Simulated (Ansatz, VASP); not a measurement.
**AlRu in VASP and in Ansatz**

```xyz
2
Lattice="2.9916 0.0000 0.0000 0.0000 2.9916 0.0000 0.0000 0.0000 2.8719" Properties=species:S:1:pos:R:3 pbc="T T T"
Al    0.0000    0.0000    0.0000
Ru    1.4958    1.4958    1.4360
```

Change from the starting cell: strain -0.0400 x Voigt [0, 0, 1, 0, 0, 0], atoms carried along.

Alike in both runs: task single point; functional PBE; k mesh 16 × 16 × 16; occupations gaussian, width 0.15 eV; no spin polarisation.

```csv
,VASP,Ansatz
version,VASP 6.6.1,Ansatz 0.2.0
potentials or method,"VASP PAW PBE potentials, release 64 (Al, Ru_pv), cutoff 520 eV","scalar-relativistic, plane waves, PAW"
valence electrons in the cell,17,19
```

```tsv
	VASP	Ansatz	Ansatz less VASP
gap on the k mesh at the Fermi level (eV)	none	none	-
pressure (GPa)	12.4	12.4	+0.01
traceless stress, the component that is largest in VASP (GPa)	5.55	5.53	-0.018
```

A gap of «none» marks a metal or a gap that the smearing closes. With one functional, cell and mesh, what is left measures potentials, basis and numerics. VASP's potentials hold 17 valence electrons a cell and Ansatz's 19, so a difference there can come from the potentials and not from the codes.
